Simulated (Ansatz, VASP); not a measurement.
Ga3Sb in VASP and in Ansatz

```xyz
4
Lattice="3.8888 0.0000 0.0000 -1.9444 3.3678 0.0000 0.0000 0.0000 6.9509" Properties=species:S:1:pos:R:3 pbc="T T T"
Ga    0.0000    2.2452    1.5719
Ga    1.9444    1.1226    5.3790
Ga    0.0000    0.0000    0.0000
Sb    0.0000    0.0000    3.4754
```

Alike in both runs: task relaxation of cell and atoms; functional PBE; k mesh 12 × 12 × 8; occupations gaussian, width 0.1 eV; no spin polarisation.

|  | VASP | Ansatz |
| --- | --- | --- |
| version | VASP 6.6.1 | Ansatz 0.2.0 |
| potentials or method | VASP PAW PBE potentials, release 64 (Ga_d, Sb), cutoff 600 eV | scalar-relativistic, plane waves, PAW |
| valence electrons in the cell | 44 | 54 |

VASP gave:

```
gap on the k mesh at the Fermi level, each at its own relaxed structure (eV)  : none
relaxed volume (Å³/atom)                                                      : 23.20
relaxed length of the cell vector where the two differ most in proportion (Å) : 6.071
```

**Question.** Which values does Ansatz return?

**Answer.** gap on the k mesh at the Fermi level, each at its own relaxed structure (eV): none; relaxed volume (Å³/atom): 23.20; relaxed length of the cell vector where the two differ most in proportion (Å): 6.068.

A gap of «none» marks a metal or a gap that the smearing closes. VASP's potentials hold 44 valence electrons a cell and Ansatz's 54, so a difference there can come from the potentials and not from the codes.

Spin-orbit coupling is off throughout.
